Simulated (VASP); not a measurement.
A run of VASP 6.6.1 is set up as follows.

Contents of INCAR:

```
PREC     = Accurate       # precision mode
ENCUT    = 520            # plane-wave cutoff, eV
EDIFF    = 1E-6           # SCF threshold, eV
ISMEAR   = 0              # smearing method
SIGMA    = 0.1            # smearing width, eV
LREAL    = False          # projectors in reciprocal space
LASPH    = True           # aspherical terms in the spheres
NELM     = 60             # most SCF steps
ALGO     = Normal         # electronic algorithm
ISIF     = 2              # what is computed and relaxed
LWAVE    = False          # write WAVECAR
LCHARG   = False          # write CHGCAR
LDIPOL   = True         
IDIPOL   = 3            
DIPOL    = 0.5 0.5 0.500
GGA      = PE             # functional
NBANDS   = 56             # bands
```

The input KPOINTS:

```
Automatic mesh
0
Gamma
  12 12 1
```

File POSCAR:

```
WC
1.0
    2.8470758830      0.0000000000      0.0000000000
    0.0000000000      2.9217716511      0.0000000000
    0.0000000000      0.0000000000     25.9647567201
C W
5 5
Direct
    0.5000000000      0.0000000000      0.2966013233
    0.5000000000      0.5000000000      0.3862387034
    0.5000000000      0.0000000000      0.4832489940
    0.5000000000      0.5000000000      0.5805328850
    0.5000000000      0.0000000000      0.6783227673
    0.0000000000      0.5000000000      0.3198505079
    0.0000000000      0.0000000000      0.4181976940
    0.0000000000      0.5000000000      0.5155857043
    0.0000000000      0.0000000000      0.6130262344
    0.0000000000      0.5000000000      0.7083951865
```

Potentials or basis: VASP PAW PBE potentials, release 64 (C, W_sv).

Run with:

```bash
$ cat potpaw_PBE.64/C/POTCAR potpaw_PBE.64/W_sv/POTCAR > POTCAR
$ mpirun -np 1 vasp_std > vasp.out
```

(1) What does it give for the band gap on the k mesh?

(2) Estimate the largest force.

Results:

(1) zero (bands 45 and 46 overlap by 1.97 eV).

(2) 0.036 eV/Å.

Caveat: spin-orbit coupling is left out, which moves the levels of the heavy elements.
